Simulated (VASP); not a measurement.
**AlP: single point with HSE06**

Crystal: AlP.

```
Al P
1.0
     0.00000    2.73926    2.73926
     2.77268    0.00000    2.73926
     2.77268    2.73926    0.00000
Al P
1 1
Direct
  0.00000 0.00000 0.00000
  0.25000 0.25000 0.25000
```

This cell differs from its parent crystal: uniaxial x strain +1.2%.

| Quantity | Value |
| --- | --- |
| Program | VASP 6.6.1 |
| Task | single point |
| Functional | HSE06 |
| Potentials or basis | VASP PAW PBE potentials, release 64 (Al, P) |
| Cutoff | 400 eV |
| k mesh | 6 × 6 × 6 |
| Occupations | gaussian, width 0.01 eV |
| Spin | no spin polarisation |

- Pressure: -1.4 GPa
- Band gap on the k mesh: 2.27 eV (least direct gap 4.00 eV)

Stress tensor (GPa, compression positive):
```
-2.01  0.00  0.00
 0.00 -1.13  0.00
 0.00  0.00 -1.13
```

Levels at points of the mesh, in eV from the valence-band top:
```tsv
k point	band 1	band 2	band 3	band 4	band 5	band 6	band 7	band 8
(0.00, 0.00, 0.00)	-12.66	-0.06	0.00	0.00	4.00	5.43	5.43	5.44
(0.50, 0.00, 0.00)	-10.85	-6.02	-0.90	-0.80	3.53	5.67	5.78	9.22
(0.50, 0.50, 0.00)	-10.12	-5.78	-2.32	-2.32	2.27	3.18	12.12	12.35
(0.00, 0.50, 0.50)	-10.17	-5.86	-2.23	-2.23	2.33	3.29	12.28	12.28
```

Run time: 27 min on 1 thread of Intel Xeon 8259CL (shared host), peak memory 0.26 GiB.

Caveat: the cell differs from its parent crystal (uniaxial x strain +1.2%); the PAW data sets were made with another functional, which shifts forces and pressure a little. A k mesh can miss the band edges.
